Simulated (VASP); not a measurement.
A run of VASP 6.6.1:

INCAR

```
PREC     = Accurate       # precision mode
ENCUT    = 600            # plane-wave cutoff, eV
EDIFF    = 1E-7           # SCF threshold, eV
ISMEAR   = 0              # smearing method
SIGMA    = 0.1            # smearing width, eV
LREAL    = False          # projectors in reciprocal space
LASPH    = True           # aspherical terms in the spheres
NELM     = 60             # most SCF steps
ALGO     = Normal         # electronic algorithm
ISIF     = 3              # what is computed and relaxed
LWAVE    = False          # write WAVECAR
LCHARG   = False          # write CHGCAR
GGA      = PE             # functional
IBRION   = 2              # ionic algorithm
NSW      = 90             # ionic steps
EDIFFG   = -0.04          # ionic threshold
```

The input KPOINTS:

```
Automatic mesh
0
Gamma
  6 6 6
```

POSCAR

```
B2Pt2Cl
1.0
   -1.9845740400      1.9845740400      4.7814161400
    1.9845740400     -1.9845740400      4.7814161400
    1.9845740400      1.9845740400     -4.7814161400
B Pt Cl
2 2 1
Direct
    0.7500000000      0.2500000000      0.5000000000
    0.2500000000      0.7500000000      0.5000000000
    0.3750000000      0.3750000000      0.0000000000
    0.6250000000      0.6250000000      0.0000000000
    0.0000000000      0.0000000000      0.0000000000
```

Potentials or basis: VASP PAW PBE potentials, release 64 (B, Pt, Cl).

Launch:

```sh
$ cat potpaw_PBE.64/B/POTCAR potpaw_PBE.64/Pt/POTCAR potpaw_PBE.64/Cl/POTCAR > POTCAR
$ mpirun -np 1 vasp_std > vasp.out
```

Hardware: 1 thread of Intel(R) Xeon(R) Platinum 8375C CPU @ 2.90GHz (Ice Lake) (shared host).

**Question.** How long does it take, and how much memory?

**Answer.** Run time: 19 min on 1 thread of Intel(R) Xeon(R) Platinum 8375C CPU @ 2.90GHz (Ice Lake), on a shared host, peak memory 0.39 GiB. Counts: scf iterations 168, k points 30, ion steps 19.
